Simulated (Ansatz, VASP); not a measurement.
**CoSi: VASP beside Ansatz**

The input INCAR:

```
PREC     = Accurate       # precision mode
ENCUT    = 600            # plane-wave cutoff, eV
EDIFF    = 1E-7           # SCF threshold, eV
ISMEAR   = 0              # smearing method
SIGMA    = 0.1            # smearing width, eV
LREAL    = F              # projectors in reciprocal space
LASPH    = T              # aspherical terms in the spheres
NELM     = 60             # most SCF steps
ALGO     = Normal         # electronic algorithm
ISIF     = 3              # what is computed and relaxed
LWAVE    = F              # write WAVECAR
LCHARG   = F              # write CHGCAR
GGA      = PE             # functional
IBRION   = 2              # ionic algorithm
NSW      = 100            # ionic steps
EDIFFG   = -0.01          # ionic threshold
```

File KPOINTS:

```
Automatic mesh
0
Gamma
  16 16 14
```

The input POSCAR:

```
CoSi
1.0
    2.6311240460      0.0000000000      0.0000000000
    0.0000000000      2.6311240460      0.0000000000
    0.0000000000      0.0000000000      3.0962348658
Co Si
1 1
Direct
    0.0000000000      0.0000000000      0.0000000000
    0.5000000000      0.5000000000      0.5000000000
```

Input for Ansatz:

```yaml
crystal:
  lattice:
    - [2.631124046, 0.0, 0.0]
    - [0.0, 2.631124046, 0.0]
    - [0.0, 0.0, 3.0962348658]
  atoms:
    - { symbol: Co, position: [0.0, 0.0, 0.0] }
    - { symbol: Si, position: [0.5, 0.5, 0.5] }
basis:
  ecutwfc: 420
kpoints:
  mp_grid: { grid: [16, 16, 14] }
hamiltonian:
  xc: pbe
scf:
  occupations: { method: gaussian, width: 0.1 }
output:
  forces: true
  stress: true
  eigenvalues: true
  write_density: true
  write_potential: true
  elf: true
  volumetric_format: npy
relax:
  adjacent_minimum: "off"
  f_tol: 0.01
  max_steps: 80
  cell: { stress_tol: 0.05 }
```

Alike in both runs: task relaxation of cell and atoms; functional PBE; k mesh 16 × 16 × 14; occupations gaussian, width 0.1 eV; no spin polarisation.

```csv
,VASP,Ansatz
version,VASP 6.6.1,Ansatz 0.2.0
potentials or method,"VASP PAW PBE potentials, release 64 (Co, Si), cutoff 600 eV","scalar-relativistic, plane waves, PAW"
valence electrons in the cell,13,21
```

|  | VASP | Ansatz | Ansatz less VASP |
| --- | --- | --- | --- |
| gap on the k mesh at the Fermi level, each at its own relaxed structure (eV) | none | none | - |
| relaxed volume (Å³/atom) | 10.73 | 10.74 | +0.008 |
| relaxed length of the cell vector where the two differ most in proportion (Å) | 3.130 | 3.136 | +0.0062 |

A gap of «none» marks a metal or a gap that the smearing closes. VASP's potentials hold 13 valence electrons a cell and Ansatz's 21, so a difference there can come from the potentials and not from the codes.
